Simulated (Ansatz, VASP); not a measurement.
## YAl3N4 in VASP and in Ansatz

File INCAR:

```
ALGO = Normal
EDIFF = 1E-7
EDIFFG = -0.04
ENCUT = 600
GGA = PE
IBRION = 2
ISIF = 3
ISMEAR = 0
LASPH = True
LCHARG = False
LREAL = False
LWAVE = False
NELM = 80
NSW = 90
PREC = Accurate
SIGMA = 0.1
```

The input KPOINTS:

```
k-points
0
Gamma
  4 4 4
```

File POSCAR:

```
YAl3N4
1.0
    4.8166802000      0.0000000000      0.0000000000
    0.0000000000      4.8166802000      0.0000000000
    0.0000000000      0.0000000000      4.8166802000
Y Al N
1 3 4
Direct
    0.5000000000      0.5000000000      0.5000000000
    0.0000000000      0.0000000000      0.5000000000
    0.5000000000      0.0000000000      0.0000000000
    0.0000000000      0.5000000000      0.0000000000
    0.5000000000      0.5000000000      0.0000000000
    0.0000000000      0.5000000000      0.5000000000
    0.5000000000      0.0000000000      0.5000000000
    0.0000000000      0.0000000000      0.0000000000
```

Input for Ansatz:

```yaml
crystal:
  lattice:
    - [4.8166802, 0.0, 0.0]
    - [0.0, 4.8166802, 0.0]
    - [0.0, 0.0, 4.8166802]
  atoms:
    - { symbol: "Y", position: [0.5, 0.5, 0.5] }
    - { symbol: Al, position: [0.0, 0.0, 0.5] }
    - { symbol: Al, position: [0.5, 0.0, 0.0] }
    - { symbol: Al, position: [0.0, 0.5, 0.0] }
    - { symbol: "N", position: [0.5, 0.5, 0.0] }
    - { symbol: "N", position: [0.0, 0.5, 0.5] }
    - { symbol: "N", position: [0.5, 0.0, 0.5] }
    - { symbol: "N", position: [0.0, 0.0, 0.0] }
basis:
  ecutwfc: 420
kpoints:
  mp_grid: { grid: [4, 4, 4] }
hamiltonian:
  xc: pbe
scf:
  occupations: { method: gaussian, width: 0.1 }
  lower_state_search: "off"
output:
  forces: true
  stress: true
  eigenvalues: true
relax:
  adjacent_minimum: "off"
  f_tol: 0.04
  max_steps: 70
  cell: { stress_tol: 0.4 }
```

Alike in both runs: task relaxation of cell and atoms; functional PBE; k mesh 4 × 4 × 4; occupations gaussian, width 0.1 eV; no spin polarisation.

|  | VASP | Ansatz |
| --- | --- | --- |
| version | VASP 6.6.1 | Ansatz 0.2.0 |
| potentials or method | VASP PAW PBE potentials, release 64 (Y_sv, Al, N), cutoff 600 eV | scalar-relativistic, plane waves, PAW |
| valence electrons in the cell | 40 | 40 |

|  | VASP | Ansatz | Ansatz less VASP |
| --- | --- | --- | --- |
| gap on the k mesh at the Fermi level, each at its own relaxed structure (eV) | 1.37 | 1.38 | +0.011 |
| relaxed volume (Å³/atom) | 10.55 | 10.55 | +0.002 |
| relaxed length of the cell vector where the two differ most in proportion (Å) | 4.387 | 4.387 | +0.0003 |

Noted on VASP's run: the volume moved by over 15 % at a fixed basis, so the end points are rough.
